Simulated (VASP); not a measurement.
# HPt4 in VASP: notebook, part 2 of 2

VASP 6.6.1.

## Step 4: Single point, PBEsol

Input file INCAR:

```
PREC = Accurate
ENCUT = 520
EDIFF = 1E-7
ISMEAR = 0
SIGMA = 0.1
LREAL = F
LASPH = T
NELM = 60
ALGO = Normal
ISIF = 2
LWAVE = F
LCHARG = F
LDIPOL = T
IDIPOL = 3
DIPOL = 0.5 0.5 0.496
GGA = PS
NBANDS = 28
```

Input file KPOINTS:

```
regular mesh
0
Gamma
  12 12 1
```

Input file POSCAR:

```
HPt4
1.0
    2.7704872837      0.0000000000      0.0000000000
   -1.3852436419      2.3993123686      0.0000000000
    0.0000000000      0.0000000000     25.7862801841
Pt H
4 1
Direct
    0.6666666667      0.3333333333      0.3296326550
    0.3333333333      0.6666666667      0.4173573434
   -0.0024637923      0.0024637923      0.5052782049
    0.6617033524      0.3382966476      0.5957941190
    0.3271511362     -0.3271511362      0.6317589839
```

Potentials or basis: VASP PAW PBE potentials, release 64 (Pt, H).

Started as:

```sh
$ cat potpaw_PBE.64/Pt/POTCAR potpaw_PBE.64/H/POTCAR > POTCAR
$ mpirun -np 1 vasp_std > vasp.out
```

OUTCAR:

```text
PREC = Accurate
   ENCUT = 520
   EDIFF = 1E-7
   ISMEAR = 0
   LREAL = F
   LASPH = T
   NELM = 60
   ISIF = 2
   GGA = PS

 ion  position               nearest neighbor table
   1  0.667  0.333  0.330-   2 2.77   2 2.77   2 2.77
   2  0.333  0.667  0.417-   1 2.77   1 2.77   1 2.77   3 2.77   3 2.77   3 2.78
   3  0.998  0.002  0.505-   2 2.77   2 2.77   2 2.78   4 2.83   4 2.83   4 2.84
   4  0.662  0.338  0.596-   5 1.85   5 1.85   5 1.85   3 2.83   3 2.83   3 2.84
   5  0.327  0.673  0.632-   4 1.85   4 1.85   4 1.85

  LATTYP: Found a hexagonal cell.
 ALAT       =     2.7704872837
[... 953 lines left out ...]
  -------------------------------------------------------------------------------------
  Total       -2.9769361     -2.9570918      0.0270342      0.0171856     -0.0228211      0.0395274
  in kB      -27.8258505    -27.6403632      0.2526929      0.1606367     -0.2133118      0.3694682
  external PRESSURE =     -18.4045069 kB  Pullay stress =       0.0000000 kB

 VOLUME and BASIS-vectors are now :
 -----------------------------------------------------------------------------
  energy-cutoff  :      520.00
  volume of cell :      171.41
      direct lattice vectors                 reciprocal lattice vectors
     2.770487284  0.000000000  0.000000000     0.360947334  0.208393041  0.000000000
    -1.385243642  2.399312369  0.000000000     0.000000000  0.416786081  0.000000000
     0.000000000  0.000000000 25.786280184     0.000000000  0.000000000  0.038780312

 POSITION                                       TOTAL-FORCE (eV/Angst)
 -----------------------------------------------------------------------------------
      1.38524      0.79977      8.50000         0.004911     -0.002835     -0.066358
     -0.00000      1.59954     10.76209        -0.013433      0.007755      0.083022
      2.76025      0.00591     13.02925        -0.000657      0.000379     -0.001616
      1.36462      0.81168     15.36331        -0.001623      0.000937     -0.024963
     -0.02569      1.61437     16.29071         0.010802     -0.006237      0.009916
 -----------------------------------------------------------------------------------
    total drift:                                0.000108     -0.000063     -0.000185

  FREE ENERGIE OF THE ION-ELECTRON SYSTEM (eV)
  ---------------------------------------------------
  free  energy   TOTEN  =       -30.2174898800 eV

  energy  without entropy=      -30.1817692322  energy(sigma->0) =      -30.19962956

 vacuum level on the upper side and lower side of the slab         5.532         6.178
```

OSZICAR:

```text
N       E                     dE             d eps       ncg     rms          rms(c)
DAV:   1     0.264764333974E+03    0.26476E+03   -0.17890E+04  2416   0.122E+03
DAV:   2    -0.177034415373E+02   -0.28247E+03   -0.26711E+03  2956   0.258E+02
DAV:   3    -0.317415797830E+02   -0.14038E+02   -0.13264E+02  2912   0.544E+01
[... 28 lines left out ...]
DAV:  32    -0.302174888452E+02   -0.96747E-06   -0.18472E-07  1840   0.218E-03    0.896E-04
DAV:  33    -0.302174894174E+02   -0.57224E-06   -0.51071E-08  1784   0.125E-03    0.724E-04
DAV:  34    -0.302174895975E+02   -0.18002E-06   -0.52861E-09  1512   0.362E-04    0.565E-04
DAV:  35    -0.302174897862E+02   -0.18871E-06   -0.43181E-08  1744   0.102E-03    0.448E-04
DAV:  36    -0.302174898800E+02   -0.93887E-07   -0.38444E-09  1520   0.299E-04
   1 F= -.30217490E+02 E0= -.30199630E+02  d E =-.357206E-01
```

stdout:

```text
POSCAR found type information on POSCAR PtH
 POSCAR found :  2 types and       5 ions
 scaLAPACK will be used
 -----------------------------------------------------------------------------
|                                                                             |
|                                                                             |
|     You enforced a specific xc type in the INCAR file but a different       |
|     I HOPE YOU KNOW WHAT YOU ARE DOING!                                     |
|                                                                             |
 -----------------------------------------------------------------------------

 LDA part: xc-table for (Slater+PW92), standard interpolation
 POSCAR, INCAR and KPOINTS ok, starting setup
 FFT: planning ... GRIDC
 FFT: planning ... GRID_SOFT
 FFT: planning ... GRID
 WAVECAR not read
 entering main loop
```

Wall time 5.2 min (1 thread of Intel Xeon Platinum 8488C (Sapphire Rapids), shared host); peak memory 0.41 GiB.

What came out:

```
Free energy   : -30.2175 eV
Largest force : 0.084 eV/Å
```

Forces on the atoms (eV/Å):
```
Pt   0.005 -0.003 -0.066
Pt  -0.013  0.008  0.083
Pt  -0.001  0.000 -0.002
Pt  -0.002  0.001 -0.025
H    0.011 -0.006  0.010
```

Caveat: the PAW data sets were made with another functional, which shifts forces and pressure a little.
